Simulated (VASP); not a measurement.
B:

```
CELL_PARAMETERS angstrom
-1.17892 1.17892 1.17892
1.17892 -1.17892 1.17892
1.17892 1.17892 -1.17892
ATOMIC_POSITIONS crystal
B 0.00000 0.00000 0.00000
```

| Item | Value |
| --- | --- |
| Program | VASP 6.6.1 |
| Task | relaxation of cell and atoms |
| Functional | LDA |
| Potentials or basis | VASP PAW LDA potentials, release 64 (B) |
| Cutoff | 600 eV |
| k mesh | 18 × 18 × 18 |
| Occupations | fermi-dirac, width 0.1 eV |
| Spin | no spin polarisation |

At the start: pressure -20.1 GPa; volume 6.55 Å³/atom.

How do energy, volume and symmetry change on relaxing?

Over 3 steps the energy falls by 42.2 meV/atom and the volume is 5.94 Å³/atom (-9.4 %); space group Im-3m (No. 229, to 0.05 Å).

The path:
```tsv
step	energy change (eV)	largest force (eV/Å)	pressure (GPa)	volume (Å³)
1	0.0000	0.0000	-20.10	6.55
2	-0.0397	0.0000	6.15	5.80
3	-0.0422	0.0000	0.10	5.94
```

Final structure:
```yaml
crystal:
  lattice:
    - [-1.14076, 1.14076, 1.14076]
    - [1.14076, -1.14076, 1.14076]
    - [1.14076, 1.14076, -1.14076]
  atoms:
    - { symbol: B, position: [0.00000, 0.00000, 0.00000] }
```
